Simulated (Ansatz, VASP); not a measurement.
One calculation of As, two programs

```xyz
2
Lattice="1.8797 1.0853 3.4858 -1.8797 1.0853 3.4858 0.0000 -2.1705 3.4858" Properties=species:S:1:pos:R:3 pbc="T T T"
As    0.0000    0.0000    2.3795
As    0.0000    0.0000    8.0779
```

Alike in both runs: task single point; functional LDA; k mesh 6 × 6 × 6; occupations gaussian, width 0.1 eV; no spin polarisation.

|  | VASP | Ansatz |
| --- | --- | --- |
| version | VASP 6.6.1 | Ansatz 0.2.0 |
| potentials or method | VASP PAW LDA potentials, release 64 (As_d), cutoff 510 eV | scalar-relativistic, plane waves, PAW |
| valence electrons in the cell | 30 | 30 |

|  | VASP | Ansatz | Ansatz less VASP |
| --- | --- | --- | --- |
| gap on the k mesh at the Fermi level (eV) | none | none | - |
| pressure (GPa) | -1.4 | -1.7 | -0.26 |
| traceless stress, the component that is largest in VASP (GPa) | -0.98 | -0.92 | +0.062 |
| rms of the force components (eV/Å) | 0.007 | 0.027 | +0.0199 |

LDA's correlation is that of Perdew and Zunger in VASP and of Perdew and Wang (1992) in Ansatz. Atom by atom the forces differ by 0.020 eV/Å (rms over components). A gap of «none» marks a metal or a gap that the smearing closes.
